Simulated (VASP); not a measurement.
Write the native input for VASP 6.6.1 that does the following.

- Task: single point
- Functional: r2SCAN
- Potentials or basis: VASP PAW PBE potentials, release 64 (Mg, H)
- Cutoff: 520 eV
- k mesh: 8 × 8 × 8
- Occupations: gaussian, width 0.02 eV
- Spin: no spin polarisation
- Dipole correction: no
- Further INCAR settings: ALGO = Normal; EDIFF = 1e-06; NBANDS = 13

The system is MgH2.

```
CELL_PARAMETERS angstrom
-1.90417 1.90417 4.73230
1.90417 -1.90417 4.73230
1.90417 1.90417 -4.73230
ATOMIC_POSITIONS crystal
Mg 0.00000 0.00000 0.00000
Mg 0.75000 0.25000 0.50000
H 0.78992 0.78992 0.00000
H 0.96008 0.46008 0.50000
H 0.53992 0.03992 0.50000
H 0.21008 0.21008 0.00000
```

One way to write it, as run:

POSCAR

```
MgH2
1.0
   -1.9041682961      1.9041682961      4.7322955713
    1.9041682961     -1.9041682961      4.7322955713
    1.9041682961      1.9041682961     -4.7322955713
Mg H
2 4
Direct
    0.0000000000      0.0000000000      0.0000000000
    0.7500000000      0.2500000000      0.5000000000
    0.7899169545      0.7899169545      0.0000000000
    0.9600830455      0.4600830455      0.5000000000
    0.5399169545      0.0399169545      0.5000000000
    0.2100830455      0.2100830455      0.0000000000
```

INCAR.step1

```
SYSTEM = MgH2
  PREC = Accurate
  ENCUT = 520
  ISMEAR = 0
  SIGMA = 0.02
  LREAL = .FALSE.
  LASPH = .TRUE.
  NELM = 60
  NBANDS = 13
  GGA = PE
  ALGO = Normal
  EDIFF = 1E-4
  LWAVE = .TRUE.
  LCHARG = .FALSE.
```

INCAR.step2

```
SYSTEM = MgH2
  PREC = Accurate
  ENCUT = 520
  EDIFF = 1E-6
  ISMEAR = 0
  SIGMA = 0.02
  LREAL = .FALSE.
  LASPH = .TRUE.
  NELM = 60
  ALGO = Normal
  ISIF = 2
  LWAVE = .FALSE.
  LCHARG = .FALSE.
  METAGGA = R2SCAN
  LMIXTAU = .TRUE.
  NBANDS = 13
  ISTART = 1
```

KPOINTS

```
regular mesh
0
G
  8 8 8
  0 0 0
```

Potentials or basis: VASP PAW PBE potentials, release 64 (Mg, H).

Run with:

```console
$ cat potpaw_PBE.64/Mg/POTCAR potpaw_PBE.64/H/POTCAR > POTCAR
$ cp INCAR.step1 INCAR
$ mpirun -np 1 vasp_std > vasp.out
$ cp INCAR.step2 INCAR
$ mpirun -np 1 vasp_std > vasp.out
```

It gave:

```yaml
Pressure: -1.4 GPa
Largest_force: 0.029 eV/Å
Band_gap_on_the_k_mesh: 4.08 eV, indirect (least direct gap 5.23 eV)
```

Caveat: the PAW data sets were made with another functional, which shifts forces and pressure a little.

Run time: 3.5 min on 1 thread of Intel(R) Xeon(R) Platinum 8488C (Sapphire Rapids) (shared host), peak memory 0.28 GiB.
